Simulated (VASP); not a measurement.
# SbAu (zincblende type) (F-43m) in VASP: single point with PBE

Aim: the single point of SbAu (zincblende type) with PBE.

All numbers are computed with VASP 6.6.1; they aren't measurements. Logs are shortened: lines on timing, memory, paths and dates and some standing lists are left out, and cuts for length are marked.

**1. The cell of the first run**

Symmetry: F-43m, No. 216, cubic system. The conventional cell has a = 6.344 Å, b = 6.344 Å, c = 6.344 Å, α = 90.00°, β = 90.00°, γ = 90.00°. Within 3.6 Å of Au (site symmetry -43m) lie 4 Sb at 2.75 Å. Sb (site symmetry -43m) has 4 Au at 2.75 Å within 3.6 Å.

**2. Single point, PBE (volume scaled by 1.06)**

INCAR reads:

```
  PREC = Accurate
  ENCUT = 520
  EDIFF = 1E-6
  ISMEAR = -1
  SIGMA = 0.08
  LREAL = False
  LASPH = True
  NELM = 60
  ALGO = Normal
  ISIF = 2
  LWAVE = False
  LCHARG = False
  GGA = PE
  NBANDS = 15
```

KPOINTS reads:

```
Automatic mesh
0
Gamma
  10 10 10
```

POSCAR reads:

```
SbAu
1.0
    0.0000000000      3.1718895577      3.1718895577
    3.1718895577      0.0000000000      3.1718895577
    3.1718895577      3.1718895577      0.0000000000
Au Sb
1 1
Direct
    0.0000000000      0.0000000000      0.0000000000
    0.2500000000      0.2500000000      0.2500000000
```

Potentials or basis: VASP PAW PBE potentials, release 64 (Au, Sb).

Run with:

```sh
$ cat potpaw_PBE.64/Au/POTCAR potpaw_PBE.64/Sb/POTCAR > POTCAR
$ mpirun -np 1 vasp_std > vasp.out
```

OUTCAR:

```text
PREC = Accurate
   ENCUT = 520
   EDIFF = 1E-6
   ISMEAR = -1
   LREAL = False
   LASPH = True
   NELM = 60
   ISIF = 2
   GGA = PE

 ion  position               nearest neighbor table
   1  0.000  0.000  0.000-   2 2.75   2 2.75   2 2.75   2 2.75
   2  0.250  0.250  0.250-   1 2.75   1 2.75   1 2.75   1 2.75

  LATTYP: Found a face centered cubic cell.
 ALAT       =     6.3437791154

  Lattice vectors:

 A1 = (   0.0000000000,   3.1718895577,   3.1718895577)
 A2 = (   3.1718895577,   0.0000000000,   3.1718895577)
 A3 = (   3.1718895577,   3.1718895577,   0.0000000000)

Analysis of symmetry for initial positions (statically):
=====================================================================
 Subroutine PRICEL returns:
 Original cell was already a primitive cell.

 Routine SETGRP: Setting up the symmetry group for a
 face centered cubic supercell.

 Subroutine GETGRP returns: Found 24 space group operations
 (whereof 24 operations were pure point group operations)
 out of a pool of 48 trial point group operations.

The static configuration has the point symmetry T_d .

Analysis of symmetry for dynamics (positions and initial velocities):
=====================================================================
 Subroutine PRICEL returns:
 Original cell was already a primitive cell.

 Routine SETGRP: Setting up the symmetry group for a
 face centered cubic supercell.

 Subroutine GETGRP returns: Found 24 space group operations
 (whereof 24 operations were pure point group operations)
 out of a pool of 48 trial point group operations.

The dynamic configuration has the point symmetry T_d .

 Subroutine INISYM returns: Found 24 space group operations
 (whereof 24 operations are pure point group operations),
 and found     1 'primitive' translations

----------------------------------------------------------------------------------------

                                     Primitive cell

  volume of cell :      63.8240

  direct lattice vectors                    reciprocal lattice vectors
     0.000000000  3.171889558  3.171889558    -0.157634744  0.157634744  0.157634744
     3.171889558  0.000000000  3.171889558     0.157634744 -0.157634744  0.157634744
     3.171889558  3.171889558  0.000000000     0.157634744  0.157634744 -0.157634744

  length of vectors
     4.485729231  4.485729231  4.485729231     0.273031387  0.273031387  0.273031387

  position of ions in fractional coordinates (direct lattice)
     0.000000000  0.000000000  0.000000000
[... 83 lines left out ...]
   NFREE  =      0    steps in history (QN), initial steepest desc. (CG)
   ISIF   =      2    stress and relaxation
   ISYM   =      2    0-nonsym 1-usesym 2-fastsym
   POTIM  = 0.5000    time-step for ionic-motion
   TEBEG  =    0.0;   TEEND  =   0.0 temperature during run
   PSTRESS=    0.0 pullay stress
   NELECT =      16.0000    total number of electrons
   NUPDOWN=      -1.0000    fix difference up-down
   EMIN   =  10.00;   EMAX   =-10.00  energy-range for DOS
   EFERMI =   0.00;   METHOD = LEGACY
   ISMEAR =    -1;   SIGMA  =   0.08  broadening in eV -4-tet -1-fermi 0-gaus
   EFERMI_NEDOS =   21; number of points for ismear=-14 and -15
   IALGO  =     38    algorithm
   IMIX   =      4    mixing-type and parameters
     AMIX     =   0.40;   BMIX     =  1.00
     AMIX_MAG =   1.60;   BMIX_MAG =  1.00
  volume/ion in A,a.u.               =      31.91       215.35
  Fermi-wavevector in a.u.,A,eV,Ry     =   1.032254  1.950678 14.497678  1.065549
  Thomas-Fermi vector in A             =   2.166443
   LORBIT       =      0    0 simple, 1 ext, 2 COOP (PROOUT), +10 PAW based schemes
   GGA     = PE    functional components
   LHFCALC =     F    Hartree Fock is set to
   AEXX    =    0.0000 exact exchange contribution
   IVDW    =     0    specifies the selected vdW correction
   LEPSILON=     F    determine dielectric tensor
   LRPA    =     F    only Hartree local field effects (RPA)
 non-spin polarized calculation
  energy-cutoff  :      520.00
  volume of cell :       63.82
 maximum number of plane-waves:      1759
 NGX is ok and might be reduce to    36
   NGX = 17   NGY = 17   NGZ = 17

 number of electron      15.9999999 magnetization

 Free energy of the ion-electron system (eV)
  ---------------------------------------------------
  ext. energy  EPLUGINS =         0.00000000
  ---------------------------------------------------
  free energy    TOTEN  =        -7.10980736 eV

  energy without entropy =       -7.07824414  energy(sigma->0) =       -7.09402575

 E-fermi :   4.3299     XC(G=0):  -9.0437

 val. band max:        4.2698999628   @ k =  -0.4000   0.3000   0.1000
 cond. band min:       4.3408128470   @ k =  -0.4000   0.3000   0.0000
 fundamental gap:      0.0709128842
 Fermi energy:         4.3298681527

 k-point     1 :       0.0000    0.0000    0.0000
  band No.  band energies     occupation
      1      -5.9619      2.00000
      2      -0.5237      2.00000
      3      -0.5237      2.00000
      4      -0.5237      2.00000
      5       0.3790      2.00000
      6       0.3790      2.00000
      7       6.1640      0.00000
      8       6.7721      0.00000
      9       6.7721      0.00000
     10       6.7721      0.00000
     11       9.7475      0.00000
     12       9.7475      0.00000
     13       9.7475      0.00000
     14      11.7380      0.00000
[... 401 lines left out ...]
      2      -0.7738      2.00000
      3      -0.1069      2.00000
      4      -0.1068      2.00000
      5       0.3547      2.00000
      6       0.4587      2.00000
      7       2.0752      2.00000
      8       3.9063      1.99002
      9       4.1315      1.84542
     10       8.0572      0.00000
     11       8.8178      0.00000
     12      12.3585      0.00000
     13      13.1577      0.00000
     14      14.3400      0.00000
     15      15.6184      0.00000

 [... further k-points ...]
[... 5 lines left out ...]
  --------------------------------------------------------------------------------------
  -------------------------------------------------------------------------------------
  Total       -1.2366207     -1.2366207     -1.2366207      0.0000000      0.0000000      0.0000000
  in kB      -31.0429471    -31.0429471    -31.0429471      0.0000000      0.0000000      0.0000000
  external PRESSURE =     -31.0429471 kB  Pullay stress =       0.0000000 kB

 VOLUME and BASIS-vectors are now :
 -----------------------------------------------------------------------------
  energy-cutoff  :      520.00
  volume of cell :       63.82
      direct lattice vectors                 reciprocal lattice vectors
     0.000000000  3.171889558  3.171889558    -0.157634744  0.157634744  0.157634744
     3.171889558  0.000000000  3.171889558     0.157634744 -0.157634744  0.157634744
     3.171889558  3.171889558  0.000000000     0.157634744  0.157634744 -0.157634744

 POSITION                                       TOTAL-FORCE (eV/Angst)
 -----------------------------------------------------------------------------------
      0.00000      0.00000      0.00000         0.000000     -0.000000      0.000000
      1.58594      1.58594      1.58594        -0.000000      0.000000     -0.000000
 -----------------------------------------------------------------------------------
    total drift:                               -0.000000     -0.000000      0.000000

  FREE ENERGIE OF THE ION-ELECTRON SYSTEM (eV)
  ---------------------------------------------------
  free  energy   TOTEN  =        -7.1098073644 eV

  energy  without entropy=       -7.0782441440  energy(sigma->0) =       -7.09402575
```

OSZICAR:

```text
N       E                     dE             d eps       ncg     rms          rms(c)
DAV:   1     0.746754421759E+02    0.74675E+02   -0.63451E+03  1418   0.885E+02
DAV:   2    -0.527611286512E+01   -0.79952E+02   -0.72175E+02  1683   0.173E+02
DAV:   3    -0.756870511041E+01   -0.22926E+01   -0.22708E+01  1739   0.315E+01
DAV:   4    -0.758552811298E+01   -0.16823E-01   -0.16821E-01  1716   0.301E+00
DAV:   5    -0.758579945606E+01   -0.27134E-03   -0.27134E-03  1872   0.352E-01    0.573E+00
DAV:   6    -0.714687320473E+01    0.43893E+00   -0.20801E+00  1508   0.132E+01    0.408E+00
DAV:   7    -0.711903549836E+01    0.27838E-01   -0.87540E-02  1452   0.286E+00    0.225E+00
DAV:   8    -0.711045000871E+01    0.85855E-02   -0.21522E-02  1613   0.829E-01    0.186E-01
DAV:   9    -0.710983666745E+01    0.61334E-03   -0.18953E-03  1669   0.394E-01    0.162E-01
DAV:  10    -0.710980448539E+01    0.32182E-04   -0.25980E-04  1592   0.885E-02    0.368E-02
DAV:  11    -0.710980866721E+01   -0.41818E-05   -0.75088E-05  1620   0.695E-02    0.186E-02
DAV:  12    -0.710980723223E+01    0.14350E-05   -0.92017E-06  1578   0.235E-02    0.959E-03
DAV:  13    -0.710980736441E+01   -0.13218E-06   -0.10451E-06  1441   0.593E-03
   1 F= -.71098074E+01 E0= -.70940258E+01  d E =-.315632E-01
```

stdout:

```text
POSCAR found type information on POSCAR AuSb
 POSCAR found :  2 types and       2 ions
 scaLAPACK will be used
 LDA part: xc-table for (Slater+PW92), standard interpolation
 POSCAR, INCAR and KPOINTS ok, starting setup
 FFT: planning ... GRIDC
 FFT: planning ... GRID_SOFT
 FFT: planning ... GRID
 WAVECAR not read
 entering main loop
```

Wall time 40 s (1 thread of Intel Xeon Platinum 8259CL at 2.50GHz (Skylake/Cascade Lake), shared host); peak memory 0.23 GiB.

Results:

```
Free energy            : -7.1098 eV
Pressure               : -3.1 GPa
Band gap on the k mesh : zero (band 8 reaches 6.77 eV, above the bottom of band 9 at 3.43 eV)
```

Levels at points of the mesh, in eV from the Fermi level:
| k point | band 6 | band 7 | band 8 | band 9 | band 10 | band 11 |
| --- | --- | --- | --- | --- | --- | --- |
| (0.00, 0.00, 0.00) | -3.95 | 1.83 | 2.44 | 2.44 | 2.44 | 5.42 |
| (0.50, 0.00, 0.00) | -3.91 | -3.59 | 0.99 | 0.99 | 2.64 | 6.38 |
| (0.50, 0.50, 0.00) | -3.52 | -3.42 | -0.79 | -0.79 | 3.56 | 3.77 |

Caveat: spin-orbit coupling is left out, which moves the levels of the heavy elements.
